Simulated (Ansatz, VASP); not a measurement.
# One calculation of Ba3Tl2Au3, two programs

Contents of POSCAR:

```
Ba3Tl2Au3
1.0
    3.1844890000      5.5156950000      0.0000000000
   -3.1844890000      5.5156950000      0.0000000000
   -3.1844890000      1.8385620000      7.1469360000
Ba Au Tl
3 3 2
Direct
    0.5000000000      0.0000000000      0.5000000000
    0.0813000000      0.8374000000      0.2439000000
    0.9187000000      0.1626000000      0.7561000000
    0.5000000000      0.5000000000      0.0000000000
    0.0000000000      0.5000000000      0.0000000000
    0.5000000000      0.0000000000      0.0000000000
    0.2471000000      0.5058000000      0.7413000000
    0.7529000000      0.4942000000      0.2587000000
```

INCAR.step1

```
SYSTEM = Ba3Tl2Au3
  PREC = Accurate
  ENCUT = 520
  ISMEAR = 1
  SIGMA = 0.0231
  LREAL = .False.
  LASPH = .True.
  NELM = 60
  NBANDS = 54
  GGA = PE
  ALGO = Normal
  EDIFF = 1E-4
  LWAVE = .True.
  LCHARG = .False.
```

INCAR.step2

```
SYSTEM = Ba3Tl2Au3
  PREC = Accurate
  ENCUT = 520
  EDIFF = 1E-7
  ISMEAR = 1
  SIGMA = 0.0231
  LREAL = .False.
  LASPH = .True.
  NELM = 60
  ALGO = Normal
  ISIF = 2
  LWAVE = .False.
  LCHARG = .False.
  METAGGA = R2SCAN
  LMIXTAU = .True.
  NBANDS = 54
  ISTART = 1
```

The input KPOINTS:

```
Automatic mesh
0
Gamma
  5 5 5
  0 0 0
```

Input for Ansatz:

```yaml
crystal:
  lattice:
    - [3.184489, 5.515695, 0.0]
    - [-3.184489, 5.515695, 0.0]
    - [-3.184489, 1.838562, 7.146936]
  atoms:
    - { symbol: Ba, position: [0.5, 0.0, 0.5] }
    - { symbol: Ba, position: [0.0813, 0.8374, 0.2439] }
    - { symbol: Ba, position: [0.9187, 0.1626, 0.7561] }
    - { symbol: Au, position: [0.5, 0.5, 0.0] }
    - { symbol: Au, position: [0.0, 0.5, 0.0] }
    - { symbol: Au, position: [0.5, 0.0, 0.0] }
    - { symbol: Tl, position: [0.2471, 0.5058, 0.7413] }
    - { symbol: Tl, position: [0.7529, 0.4942, 0.2587] }
  symmetry: { tolerance: 0.0003 }
kpoints:
  mp_grid: { grid: [5, 5, 5], shift: [0, 0, 0] }
magnetization:
  spin_polarized: false
scf:
  occupations: { method: cold, width: 0.0231 }
  lower_state_search: "off"
  max_iter: 200
hamiltonian:
  pseudopotentials: { kind: paw }
  xc: r2scan
basis:
  ecutwfc: 500
  fft_grid_basis: typed
output:
  forces: true
  stress: true
  eigenvalues: true
  bader: true
  populations: true
  elf: true
  write_potential: true
  volumetric_format: npy
  dos:
    e_range: [-12, 8]
    de: 0.05
    projected: { site_lists: { Au: [Au], Ba: [Ba], Tl: [Tl] } }
checkpoint:
  read: saved_state
```

Alike in both runs: task single point; functional r2SCAN; k mesh 5 × 5 × 5; no spin polarisation.

|  | VASP | Ansatz |
| --- | --- | --- |
| version | VASP 6.6.1 | Ansatz 0.2.0 |
| potentials or method | VASP PAW PBE potentials, release 64 (Ba_sv, Au, Tl_d), cutoff 520 eV | PAW plane waves |
| occupations | methfessel-paxton of order 1, width 0.0231 eV | cold, width 0.0231 eV |
| valence electrons in the cell | 89 | 113 |

Ansatz gave:

```
pressure (GPa)                                                : 3.5
traceless stress, the component that is largest in VASP (GPa) : 1.83
rms of the force components (eV/Å)                            : 0.941
```

Q: Which values does VASP return?

A: Pressure (GPa): 3.8; traceless stress, the component that is largest in VASP (GPa): 1.85; rms of the force components (eV/Å): 0.954.

VASP's potentials were made for PBE, not for r2SCAN. Atom by atom the forces differ by 0.017 eV/Å (rms over components). VASP's potentials hold 89 valence electrons a cell and Ansatz's 113, so a difference there can come from the potentials and not from the codes. Ansatz's warnings: structure snapped to symmetry.

Neither program's run includes spin-orbit coupling.
